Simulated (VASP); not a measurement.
Write the native input for VASP 6.6.1 that does the following.

* Task: relaxation of cell and atoms
* Functional: PBE
* Potentials or basis: VASP PAW PBE potentials, release 64 (In_d, Ga_d, P)
* Cutoff: 600 eV
* k mesh: 4 × 4 × 4
* Occupations: gaussian, width 0.1 eV
* Spin: no spin polarisation
* Dipole correction: no
* Further INCAR settings: ALGO = Normal; EDIFF = 1e-06; IBRION = 2; EDIFFG = -0.04; NSW = 90; ISIF = 3

The structure of In3GaP2 lies in POSCAR:

```
In3GaP2
1.0
    5.4530959800      0.0000000000      0.0000000000
    0.0000000000      5.4530959800      0.0000000000
    0.0000000000      0.0000000000      4.3380685100
In Ga P
3 1 2
Direct
    0.5000000000      0.5000000000      0.5000000000
    0.5000000000      0.0000000000      0.0000000000
    0.0000000000      0.5000000000      0.0000000000
    0.0000000000      0.0000000000      0.5000000000
    0.5000000000      0.5000000000      0.0000000000
    0.0000000000      0.0000000000      0.0000000000
```

These files were run (other wordings do the same):

INCAR

```
SYSTEM = In3GaP2
PREC = Accurate
ENCUT = 600
EDIFF = 1E-6
ISMEAR = 0
SIGMA = 0.1
LREAL = .False.
LASPH = .True.
NELM = 100
ALGO = Normal
ISIF = 3
LWAVE = .False.
LCHARG = .False.
GGA = PE
IBRION = 2
NSW = 90
EDIFFG = -0.04
```

KPOINTS

```
Automatic mesh
0
Gamma
  4 4 4
  0 0 0
```

Potentials or basis: VASP PAW PBE potentials, release 64 (In_d, Ga_d, P).

Launch:

```sh
$ cat potpaw_PBE.64/In_d/POTCAR potpaw_PBE.64/Ga_d/POTCAR potpaw_PBE.64/P/POTCAR > POTCAR
$ mpirun -np 1 vasp_std > vasp.out
```

Results of the run:

| Quantity | Value |
| --- | --- |
| Relaxed volume | 26.04 Å³/atom |
| Relaxed cell | a = 5.387 Å, b = 5.387 Å, c = 5.383 Å, α = 90.00°, β = 90.00°, γ = 90.00° |
| Space group after relaxing (to 0.05 Å) | P4/mmm (No. 123) |
| Energy gained by relaxing | 524.7 meV/atom |
| Ionic steps | 8 |
| Pressure after relaxing | 0.1 GPa |
| Band gap on the k mesh | zero (band 31 reaches 6.82 eV, above the bottom of band 32 at 3.98 eV) |

Caveat: the k points lie up to 0.29 Å⁻¹ apart in the final cell; the volume moved by over 15 % at a fixed basis, so the end points are rough; spin-orbit coupling is left out, which moves the levels of the heavy elements.

Run time: 4.8 min on 1 thread of Intel(R) Xeon(R) 6975P-C (Granite Rapids), with other jobs on the host, peak memory 0.34 GiB.
